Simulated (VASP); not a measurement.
Write the native input for VASP 6.6.1 that does the following.

| Quantity | Value |
| --- | --- |
| Task | single point |
| Functional | LDA |
| Potentials or basis | VASP PAW LDA potentials, release 64 (Ni, Pt) |
| Cutoff | 520 eV |
| k mesh | 9 × 9 × 9 |
| Occupations | fermi-dirac, width 0.05 eV |
| Spin | no spin polarisation |
| Dipole correction | no |
| Further INCAR settings | ALGO = Normal; EDIFF = 1e-06; NBANDS = 28 |

The structure of Ni3Pt lies in POSCAR:

```
Ni3Pt
1.0
    3.6956547748      0.0000000000      0.0000000000
    0.0000000000      3.6956547748      0.0000000000
    0.0000000000      0.0000000000      3.6956547748
Ni Pt
3 1
Direct
    0.5000000000      0.0000000000      0.5000000000
    0.0000000000      0.5000000000      0.5000000000
    0.5000000000      0.5000000000      0.0000000000
    0.0000000000      0.0000000000      0.0000000000
```

This cell differs from its parent crystal: volume scaled by 1.06.

The input as run:

INCAR

```
  PREC = Accurate
  ENCUT = 520
  EDIFF = 1E-6
  ISMEAR = -1
  SIGMA = 0.05
  LREAL = F
  LASPH = T
  NELM = 60
  ALGO = Normal
  ISIF = 2
  LWAVE = F
  LCHARG = T
  LELF = T
  LVHAR = T
  NBANDS = 28
```

KPOINTS

```
regular mesh
0
Gamma
  9 9 9
```

Potentials or basis: VASP PAW LDA potentials, release 64 (Ni, Pt).

Launch:

```sh
$ cat potpaw_LDA.64/Ni/POTCAR potpaw_LDA.64/Pt/POTCAR > POTCAR
$ mpirun -np 1 vasp_std > vasp.out
```

It gave:

```
Pressure               : -22.8 GPa
Band gap on the k mesh : zero (band 20 reaches 9.19 eV, above the bottom of band 21 at 8.57 eV)
```

Caveat: spin-orbit coupling is left out, which moves the levels of the heavy elements.

Wall time 42 s on 1 thread of Intel(R) Xeon(R) Platinum 8488C (Sapphire Rapids), with other jobs on the host, peak memory 0.16 GiB.
